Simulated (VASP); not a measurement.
A run of VASP 6.6.1 is set up as follows.

File INCAR:

```
SYSTEM = Ge32H20CO
  PREC = Accurate
  ENCUT = 520
  EDIFF = 1E-6
  ISMEAR = 0
  SIGMA = 0.03
  LREAL = Auto
  LASPH = .True.
  NELM = 100
  ALGO = Normal
  ISIF = 2
  LWAVE = .False.
  LCHARG = .True.
  GGA = PE
  IVDW = 12
  LELF = .True.
  LVHAR = .True.
  NBANDS = 272
```

KPOINTS

```
Automatic mesh
0
Gamma
  1 1 1
  0 0 0
```

The input POSCAR:

```
Ge32H20CO
1.0
    8.0016200000      8.0016200000      0.0000000000
   -8.0016200000      8.0016200000      0.0000000000
    0.0000000000      0.0000000000     20.9129000000
Ge H O C
32 20 1 1
Direct
   -0.3100719604      0.3151954229      0.3421816678
   -0.1836957391     -0.3127898476      0.3430699712
    0.0502332028     -0.0402337277      0.3654321495
    0.3219554290      0.1937475161      0.3424970712
   -0.0301035290     -0.4663418158      0.3840479800
    0.2006358712     -0.1994483617      0.3470077321
    0.4708464661      0.0357934393      0.3827257817
    0.5389251802     -0.5286406378      0.3830522309
   -0.1178923768      0.3868517875      0.3039627216
   -0.1169792492     -0.1204999113      0.3025810385
    0.1319640273      0.1216198720      0.2992218678
    0.3897033351      0.3864676153      0.3044307102
    0.1137599636     -0.3799518098      0.3030634680
    0.3836706192     -0.1131357775      0.3040472149
    0.6153395187      0.1241842277      0.3027580584
    0.6257705940     -0.3841493972      0.3021710045
    0.0000000000      0.2510687836      0.2347317206
    0.0002167686     -0.2518643100      0.2295624232
    0.2545176477     -0.0034097470      0.2288083432
    0.4989066589      0.2500484277      0.2288587427
    0.2492850823     -0.4994258038      0.2353729038
    0.5014511436     -0.2498062267      0.2355399299
    0.7486047825      0.0019018649      0.2348794763
    0.7518538746     -0.5018712461      0.2285718863
   -0.1250000000      0.1250000000      0.1644629870
   -0.1250000000     -0.3750000000      0.1644629870
    0.1250000000     -0.1250000000      0.1644629870
    0.3750000000      0.1250000000      0.1644629870
    0.1250000000     -0.6250000000      0.1644629870
    0.3750000000     -0.3750000000      0.1644629870
    0.6250000000     -0.1250000000      0.1644629870
    0.6250000000     -0.6250000000      0.1644629870
   -0.0489780195      0.0489780195      0.1195430093
   -0.2010219805      0.2010219805      0.1195430093
   -0.0489780195     -0.4510219805      0.1195430093
   -0.2010219805     -0.2989780195      0.1195430093
    0.2010219805     -0.2010219805      0.1195430093
    0.0489780195     -0.0489780195      0.1195430093
    0.4510219805      0.0489780195      0.1195430093
    0.2989780195      0.2010219805      0.1195430093
    0.2010219805     -0.7010219805      0.1195430093
    0.0489780195     -0.5489780195      0.1195430093
    0.4510219805     -0.4510219805      0.1195430093
    0.2989780195     -0.2989780195      0.1195430093
    0.7010219805     -0.2010219805      0.1195430093
    0.5489780195     -0.0489780195      0.1195430093
    0.7010219805     -0.7010219805      0.1195430093
    0.5489780195     -0.5489780195      0.1195430093
    0.1089292543     -0.1039587609      0.4356569390
    0.3445131736     -0.1227939467      0.4707745937
    0.3370454358     -0.2803714123      0.4773965352
    0.2548743879     -0.1897978159      0.5316661486
    0.1853873341     -0.2023480245      0.4408856734
    0.2862004194     -0.1979457910      0.4821444659
```

Potentials or basis: VASP PAW PBE potentials, release 64 (Ge_d, H, O, C).

Launch:

```console
$ cat potpaw_PBE.64/Ge_d/POTCAR potpaw_PBE.64/H/POTCAR potpaw_PBE.64/O/POTCAR potpaw_PBE.64/C/POTCAR > POTCAR
$ mpirun -np 1 vasp_gam > vasp.out
```

(1) What does it give for the dispersion energy per atom?

(2) Estimate the largest force.

## Answers

(1) -0.132 eV.

(2) 0.622 eV/Å.

Caveat: the k points lie up to 0.56 Å⁻¹ apart.
